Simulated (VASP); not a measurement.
# CaO (P1) in VASP: single point with r2SCAN

Aim: the single point of CaO with r2SCAN.

All numbers are computed with VASP 6.6.1; they aren't measurements. Logs are shortened: lines on timing, memory, paths and dates and some standing lists are left out, and cuts for length are marked.

**1. The cell of the first run**

The typed cell holds 2 atoms: a = 3.698 Å, b = 3.674 Å, c = 3.650 Å, α = 59.75°, β = 59.26°, γ = 59.83°.

**2. Single point, r2SCAN (atoms moved at random and the cell strained at random)**

File POSCAR:

```
CaO
1.0
    0.0049408919      2.6218231203      2.6085044520
    2.5908627774      0.0082516183      2.6051937256
    2.5667533440      2.5944029604      0.0323610518
Ca O
1 1
Direct
    0.0114742110     -0.0190498409      0.0116547406
    0.2385257890      0.2690498409      0.2383452594
```

File INCAR.step1:

```
SYSTEM = CaO
PREC = Accurate
ENCUT = 520
ISMEAR = 0
SIGMA = 0.05
LREAL = .False.
LASPH = .True.
NELM = 60
NBANDS = 15
GGA = PE
ALGO = Normal
EDIFF = 1E-4
LWAVE = .True.
LCHARG = .False.
```

File INCAR.step2:

```
SYSTEM = CaO
PREC = Accurate
ENCUT = 520
EDIFF = 1E-6
ISMEAR = 0
SIGMA = 0.05
LREAL = .False.
LASPH = .True.
NELM = 60
ALGO = Normal
ISIF = 2
LWAVE = .False.
LCHARG = .False.
METAGGA = R2SCAN
LMIXTAU = .True.
NBANDS = 15
ISTART = 1
```

File KPOINTS:

```
regular mesh
0
Gamma
  8 8 8
  0 0 0
```

Potentials or basis: VASP PAW PBE potentials, release 64 (Ca_sv, O).

The run is started by

```
$ cat potpaw_PBE.64/Ca_sv/POTCAR potpaw_PBE.64/O/POTCAR > POTCAR
$ cp INCAR.step1 INCAR
$ mpirun -np 1 vasp_std > vasp.out
$ cp INCAR.step2 INCAR
$ mpirun -np 1 vasp_std > vasp.out
```

OUTCAR:

```text
SYSTEM = CaO
   PREC = Accurate
   ENCUT = 520
   EDIFF = 1E-6
   ISMEAR = 0
   LREAL = .False.
   LASPH = .True.
   NELM = 60
   ISIF = 2
   METAGGA = R2SCAN
   ISTART = 1

 ion  position               nearest neighbor table
   1  0.011  0.981  0.012-   2 2.13   2 2.24   2 2.29   2 2.32
   2  0.239  0.269  0.238-   1 2.13   1 2.24   1 2.29   1 2.32

  LATTYP: Found a triclinic cell.
 ALAT       =     3.6332010298
 B/A-ratio  =     1.4261642315
 C/A-ratio  =     1.0119590073
 COS(alpha) =     0.0018509992
 COS(beta)  =     0.5019340557
 COS(gamma) =     0.7051269127

  Lattice vectors:

 A1 = (  -2.5618124521,   0.0274201599,   2.5761434002)
 A2 = (   0.0290503253,   0.0356717782,   5.1813371258)
 A3 = (  -2.5859218855,   2.6135715020,   0.0033107264)

Analysis of symmetry for initial positions (statically):
=====================================================================
 Subroutine PRICEL returns:
 Original cell was already a primitive cell.

 Routine SETGRP: Setting up the symmetry group for a
 triclinic supercell.

 Subroutine GETGRP returns: Found  1 space group operations
 (whereof  1 operations were pure point group operations)
 out of a pool of  2 trial point group operations.

The static configuration has the point symmetry C_1 .

Analysis of symmetry for dynamics (positions and initial velocities):
=====================================================================
 Subroutine PRICEL returns:
 Original cell was already a primitive cell.

 Routine SETGRP: Setting up the symmetry group for a
 triclinic supercell.

 Subroutine GETGRP returns: Found  1 space group operations
 (whereof  1 operations were pure point group operations)
 out of a pool of  2 trial point group operations.

The dynamic configuration has the point symmetry C_1 .

 Subroutine INISYM returns: Found  1 space group operations
 (whereof  1 operations are pure point group operations),
 and found     1 'primitive' translations

----------------------------------------------------------------------------------------

                                     Primitive cell

  volume of cell :      34.7571

  direct lattice vectors                    reciprocal lattice vectors
     0.004940892  2.621823120  2.608504452    -0.194454099  0.189977064  0.192782695
     2.590862777  0.008251618  2.605193726     0.192267822 -0.192629214  0.193248569
     2.566753344  2.594402960  0.032361052     0.195897761  0.194072876 -0.195434845

  length of vectors
     3.698415385  3.674190029  3.649684464     0.333269934  0.333793258  0.337986675

  position of ions in fractional coordinates (direct lattice)
     0.011474211  0.980950159  0.011654741
     0.238525789  0.269049841  0.238345259

  ion indices of the primitive-cell ions
   primitive index   ion index
                 1           1
                 2           2

----------------------------------------------------------------------------------------

 KPOINTS: regular mesh

Automatic generation of k-mesh.
 Grid dimensions read from file:
 generate k-points for:    8    8    8

 Generating k-lattice:

  Cartesian coordinates                     Fractional coordinates (reciprocal lattice)
    -0.024306762  0.023747133  0.024097837     0.125000000  0.000000000  0.000000000
     0.024033478 -0.024078652  0.024156071     0.000000000  0.125000000 -0.000000000
     0.024487220  0.024259110 -0.024429356     0.000000000 -0.000000000  0.125000000

  Length of vectors
     0.041658742  0.041724157  0.042248334

  Shift w.r.t. Gamma in fractional coordinates (k-lattice)
     0.000000000  0.000000000  0.000000000

 Subroutine IBZKPT returns following result:
 ===========================================

 Found    260 irreducible k-points:

 Following reciprocal coordinates:
            Coordinates               Weight
  0.000000  0.000000  0.000000      1.000000
  0.125000  0.000000 -0.000000      2.000000
  0.250000  0.000000 -0.000000      2.000000
  0.375000  0.000000  0.000000      2.000000
  0.500000  0.000000 -0.000000      1.000000
  0.000000  0.125000 -0.000000      2.000000
[... 16 lines left out ...]
  0.125000  0.375000 -0.000000      2.000000
  0.250000  0.375000 -0.000000      2.000000
 [... further k-points ...]
   k-points           NKPTS =    260   k-points in BZ     NKDIM =    260   number of bands    NBANDS=     15
   number of dos      NEDOS =    301   number of ions     NIONS =      2
   total plane-waves  NPLWV =  21952
   dimension x,y,z NGX =    28 NGY =   28 NGZ =   28
   dimension x,y,z NGXF=    56 NGYF=   56 NGZF=   56
   ions per type =               1   1
   NGX,Y,Z   is equivalent  to a cutoff of  12.59, 12.67, 12.75 a.u.
   NGXF,Y,Z  is equivalent  to a cutoff of  25.17, 25.34, 25.51 a.u.
 SYSTEM =  CaO
   PREC   = accura    normal or accurate (medium, high low for compatibility)
   ISTART =      1    job   : 0-new  1-cont  2-samecut
   ICHARG =      0    charge: 1-file 2-atom 10-const
   ISPIN  =      1    spin polarized calculation?
   LNONCOLLINEAR =      F non collinear calculations
   LSORBIT =      F    spin-orbit coupling
   LASPH  =      T    aspherical Exc in radial PAW
   ENCUT  =  520.0 eV  38.22 Ry    6.18 a.u.   6.88  6.83  6.79*2*pi/ulx,y,z
   NELM   =     60;   NELMIN=  2; NELMDL=  0     # of ELM steps
   EDIFF  = 0.1E-05   stopping-criterion for ELM
   LREAL  =      F    real-space projection
   EDIFFG = 0.1E-04   stopping-criterion for IOM
   NSW    =      0    number of steps for IOM
   IBRION =     -1    ionic relax: 0-MD 1-quasi-New 2-CG
   NFREE  =      0    steps in history (QN), initial steepest desc. (CG)
   ISIF   =      2    stress and relaxation
   ISYM   =      2    0-nonsym 1-usesym 2-fastsym
   POTIM  = 0.5000    time-step for ionic-motion
   TEBEG  =    0.0;   TEEND  =   0.0 temperature during run
   PSTRESS=    0.0 pullay stress
   NELECT =      16.0000    total number of electrons
   NUPDOWN=      -1.0000    fix difference up-down
   EMIN   =  10.00;   EMAX   =-10.00  energy-range for DOS
   EFERMI =   0.00;   METHOD = LEGACY
   ISMEAR =     0;   SIGMA  =   0.05  broadening in eV -4-tet -1-fermi 0-gaus
   EFERMI_NEDOS =   21; number of points for ismear=-14 and -15
   IALGO  =     38    algorithm
   IMIX   =      4    mixing-type and parameters
     AMIX     =   0.40;   BMIX     =  1.00
     AMIX_MAG =   1.60;   BMIX_MAG =  1.00
  volume/ion in A,a.u.               =      17.38       117.28
  Fermi-wavevector in a.u.,A,eV,Ry     =   1.264058  2.388724 21.739978  1.597843
  Thomas-Fermi vector in A             =   2.397383
   LORBIT       =      0    0 simple, 1 ext, 2 COOP (PROOUT), +10 PAW based schemes
   METAGGA = R2SCAN    functional components
   LHFCALC =     F    Hartree Fock is set to
   AEXX    =    0.0000 exact exchange contribution
   IVDW    =     0    specifies the selected vdW correction
   LEPSILON=     F    determine dielectric tensor
   LRPA    =     F    only Hartree local field effects (RPA)
 non-spin polarized calculation
 Gauss-broadening in eV      SIGMA  =   0.05
  energy-cutoff  :      520.00
  volume of cell :       34.76
 maximum number of plane-waves:       948
   NGX = 13   NGY = 13   NGZ = 13

 number of electron      16.0000001 magnetization

 Free energy of the ion-electron system (eV)
  ---------------------------------------------------
  ext. energy  EPLUGINS =         0.00000000
  ---------------------------------------------------
  free energy    TOTEN  =       -18.87177918 eV

  energy without entropy =      -18.87177918  energy(sigma->0) =      -18.87177918

 E-fermi :   0.5037     XC(G=0):  -9.6675

 val. band max:        0.2857892768   @ k =   0.5000  -0.0000   0.5000
 cond. band min:       4.0148437444   @ k =   0.0000   0.0000   0.0000
 fundamental gap:      3.7290544675
 Fermi energy:         0.5037112846

 k-point     1 :       0.0000    0.0000    0.0000
  band No.  band energies     occupation
      1     -38.2303      2.00000
      2     -18.3103      2.00000
      3     -18.2961      2.00000
      4     -18.2846      2.00000
      5     -15.5364      2.00000
      6      -0.4946      2.00000
      7      -0.4382      2.00000
      8      -0.3208      2.00000
      9       4.0148      0.00000
     10       8.8730      0.00000
     11       8.9977      0.00000
     12      10.3350      0.00000
     13      10.6865      0.00000
     14      11.0706      0.00000
     15      17.4821      0.00000

 k-point     2 :       0.1250    0.0000   -0.0000
  band No.  band energies     occupation
      1     -38.2234      2.00000
      2     -18.4485      2.00000
      3     -18.3031      2.00000
      4     -18.2916      2.00000
      5     -15.4093      2.00000
      6      -0.5681      2.00000
      7      -0.4384      2.00000
      8      -0.3505      2.00000
      9       4.5810      0.00000
     10       8.7577      0.00000
     11       8.8263      0.00000
     12      10.1700      0.00000
     13      10.8216      0.00000
     14      11.1367      0.00000
     15      16.0944      0.00000

 k-point     3 :       0.2500    0.0000   -0.0000
  band No.  band energies     occupation
      1     -38.2065      2.00000
      2     -18.7329      2.00000
      3     -18.3242      2.00000
      4     -18.3101      2.00000
      5     -15.1511      2.00000
      6      -0.7924      2.00000
      7      -0.3326      2.00000
      8      -0.3048      2.00000
      9       5.7776      0.00000
     10       8.5743      0.00000
     11       8.7408      0.00000
     12       9.7701      0.00000
     13      10.9654      0.00000
     14      11.1294      0.00000
     15      14.0524      0.00000

 k-point     4 :       0.3750    0.0000    0.0000
  band No.  band energies     occupation
      1     -38.1897      2.00000
      2     -18.9763      2.00000
      3     -18.3455      2.00000
      4     -18.3284      2.00000
      5     -14.9416      2.00000
      6      -0.8500      2.00000
      7      -0.3015      2.00000
      8      -0.1965      2.00000
      9       6.7712      0.00000
     10       8.5544      0.00000
     11       8.9697      0.00000
     12       9.4206      0.00000
     13      10.7852      0.00000
     14      10.9201      0.00000
     15      12.9149      0.00000
[... 307 lines left out ...]
 k-point    22 :       0.0000    0.3750   -0.0000
  band No.  band energies     occupation
      1     -38.1846      2.00000
      2     -19.1747      2.00000
      3     -18.3564      2.00000
      4     -18.3441      2.00000
      5     -14.6513      2.00000
      6      -0.7475      2.00000
      7      -0.0892      2.00000
      8      -0.0489      2.00000
      9       6.2739      0.00000
     10       8.3586      0.00000
     11       8.7137      0.00000
     12       9.4699      0.00000
     13      10.4422      0.00000
     14      10.5328      0.00000
     15      13.3329      0.00000

 k-point    23 :       0.1250    0.3750   -0.0000
  band No.  band energies     occupation
      1     -38.1861      2.00000
      2     -19.1090      2.00000
      3     -18.3751      2.00000
      4     -18.3601      2.00000
      5     -14.6836      2.00000
      6      -0.7955      2.00000
      7      -0.1466      2.00000
      8      -0.0164      2.00000
      9       6.1616      0.00000
     10       7.7384      0.00000
     11       8.9240      0.00000
     12       9.9715      0.00000
     13      10.4895      0.00000
     14      10.9770      0.00000
     15      13.6851      0.00000

 k-point    24 :       0.2500    0.3750   -0.0000
  band No.  band energies     occupation
      1     -38.1811      2.00000
      2     -19.0997      2.00000
      3     -18.4114      2.00000
      4     -18.3898      2.00000
      5     -14.6589      2.00000
      6      -1.0253      2.00000
      7      -0.0340      2.00000
      8       0.0627      2.00000
      9       6.1039      0.00000
     10       7.2981      0.00000
     11       9.4715      0.00000
     12      10.4061      0.00000
     13      10.5294      0.00000
     14      11.1005      0.00000
     15      14.9377      0.00000

 [... further k-points ...]
[... 5 lines left out ...]
  --------------------------------------------------------------------------------------
  -------------------------------------------------------------------------------------
  Total        0.7703904      0.5789791      0.7557221     -0.2665091     -0.5193832      0.7235430
  in kB       35.5122563     26.6888759     34.8360976    -12.2851223    -23.9417180     33.3527579
  external PRESSURE =      32.3457432 kB  Pullay stress =       0.0000000 kB

 VOLUME and BASIS-vectors are now :
 -----------------------------------------------------------------------------
  energy-cutoff  :      520.00
  volume of cell :       34.76
      direct lattice vectors                 reciprocal lattice vectors
     0.004940892  2.621823120  2.608504452    -0.194454099  0.189977064  0.192782695
     2.590862777  0.008251618  2.605193726     0.192267822 -0.192629214  0.193248569
     2.566753344  2.594402960  0.032361052     0.195897761  0.194072876 -0.195434845

 POSITION                                       TOTAL-FORCE (eV/Angst)
 -----------------------------------------------------------------------------------
      2.57148      0.06841      2.58587         0.462642     -0.805934      0.355206
      1.31002      1.24596      1.33084        -0.462642      0.805934     -0.355206
 -----------------------------------------------------------------------------------
    total drift:                                0.000829      0.000778      0.000849

  FREE ENERGIE OF THE ION-ELECTRON SYSTEM (eV)
  ---------------------------------------------------
  free  energy   TOTEN  =       -18.8717791841 eV

  energy  without entropy=      -18.8717791841  energy(sigma->0) =      -18.87177918
```

Wall time 12 min (1 thread of Oxide Virtual Turin-like, shared host); peak memory 0.24 GiB.

What came out:

- Free energy: -18.8718 eV
- Pressure: 3.2 GPa
- Largest force: 0.995 eV/Å
- Band gap on the k mesh: 3.73 eV (least direct gap 4.34 eV)

Forces in eV/Å, atoms in the order of the input:
```
Ca   0.463 -0.806  0.355
O   -0.463  0.806 -0.355
```

Caveat: the cell differs from its parent crystal (atoms moved at random and the cell strained at random); the cell stands under pressure; the PAW data sets were made with another functional, which shifts forces and pressure a little. A k mesh can miss the band edges.
